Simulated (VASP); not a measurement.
Set up this calculation in VASP 6.6.1, as the native input.

```
Task                               : single point
Functional                         : HF
Potentials or basis                : VASP PAW PBE potentials, release 64 (Zr_sv, C)
Cutoff                             : 520 eV
k mesh                             : 5 × 5 × 5
Occupations                        : fermi-dirac, width 0.05 eV
Spin                               : no spin polarisation
Dipole correction                  : no
Grid for exact exchange (PRECFOCK) : Normal
Further INCAR settings             : ALGO = Normal; EDIFF = 1e-06; NBANDS = 15
```

ZrC:

```
CELL_PARAMETERS angstrom
0.00000 2.58705 2.58705
2.58705 0.00000 2.58705
2.58705 2.58705 0.00000
ATOMIC_POSITIONS crystal
Zr 0.50000 0.50000 0.50000
C 0.75000 0.75000 0.75000
```

One way to write it, as run:

POSCAR

```
ZrC
1.0
    0.0000000000      2.5870521110      2.5870521110
    2.5870521110      0.0000000000      2.5870521110
    2.5870521110      2.5870521110      0.0000000000
Zr C
1 1
Direct
    0.5000000000      0.5000000000      0.5000000000
    0.7500000000      0.7500000000      0.7500000000
```

INCAR.step1

```
PREC = Accurate ; ENCUT = 520
EDIFF = 1E-5 ; ISMEAR = -1
SIGMA = 0.05 ; LREAL = F
LASPH = T ; NELM = 100
ALGO = Normal ; ISIF = 2
LWAVE = T ; LCHARG = F
NBANDS = 15 ; GGA = PE
```

INCAR.step2

```
PREC = Accurate ; ENCUT = 520
EDIFF = 1E-6 ; ISMEAR = -1
SIGMA = 0.05 ; LREAL = F
LASPH = T ; NELM = 100
ALGO = Normal ; ISIF = 2
LWAVE = F ; LCHARG = F
GGA = PE ; LHFCALC = T
AEXX = 1.0 ; ALDAC = 0.0
AGGAC = 0.0 ; PRECFOCK = Normal
NBANDS = 15 ; ISTART = 1
```

KPOINTS

```
Automatic mesh
0
Gamma
  5 5 5
```

Potentials or basis: VASP PAW PBE potentials, release 64 (Zr_sv, C).

Launch:

```bash
$ cat potpaw_PBE.64/Zr_sv/POTCAR potpaw_PBE.64/C/POTCAR > POTCAR
$ cp INCAR.step1 INCAR
$ mpirun -np 1 vasp_std > vasp.out
$ cp INCAR.step2 INCAR
$ mpirun -np 1 vasp_std > vasp.out
```

It gave:

* Pressure: -0.1 GPa
* Band gap on the k mesh: 7.30 eV, direct

Caveat: the k points lie up to 0.42 Å⁻¹ apart; the PAW data sets were made with another functional, which shifts forces and pressure a little.

Wall time 9.2 min on 1 thread of Intel(R) Xeon(R) 6975P-C (Granite Rapids) (shared host), peak memory 0.17 GiB.
